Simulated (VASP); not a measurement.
Be:

```
CELL_PARAMETERS angstrom
0.00000 2.19000 2.19000
2.19000 0.00000 2.19000
2.19000 2.19000 0.00000
ATOMIC_POSITIONS crystal
Be 0.00000 0.00000 0.00000
Be 0.25000 0.25000 0.25000
```

This isn't the form of Be at room conditions, which is hcp.

```yaml
Program: VASP 6.6.1
Task: relaxation of cell and atoms
Functional: LDA
Potentials_or_basis: VASP PAW LDA potentials, release 64 (Be)
Cutoff: 600 eV
k_mesh: 17 × 17 × 17
Occupations: fermi-dirac, width 0.1 eV
Spin: no spin polarisation
```

At the start: pressure 22.7 GPa; volume 10.50 Å³/atom.

Where does the relaxation end?

Over 4 steps the energy falls by 204.5 meV/atom and the volume is 14.13 Å³/atom (+34.6 %); space group Fd-3m (No. 227, to 0.1 Å) before and after.

Step by step:
| step | energy change (eV) | largest force (eV/Å) | pressure (GPa) | volume (Å³) |
| --- | --- | --- | --- | --- |
| 1 | 0.0000 | 0.0000 | 22.69 | 21.01 |
| 2 | -0.3776 | 0.0000 | 4.66 | 25.86 |
| 3 | -0.3997 | 0.0000 | -2.10 | 29.56 |
| 4 | -0.4091 | 0.0000 | -0.16 | 28.27 |

Final structure:
```yaml
crystal:
  lattice:
    - [0.00000, 2.41774, 2.41774]
    - [2.41774, 0.00000, 2.41774]
    - [2.41774, 2.41774, 0.00000]
  atoms:
    - { symbol: Be, position: [0.00000, 0.00000, 0.00000] }
    - { symbol: Be, position: [0.25000, 0.25000, 0.25000] }
```

Caveat: the volume moved by over 15 % at a fixed basis, so the end points are rough.
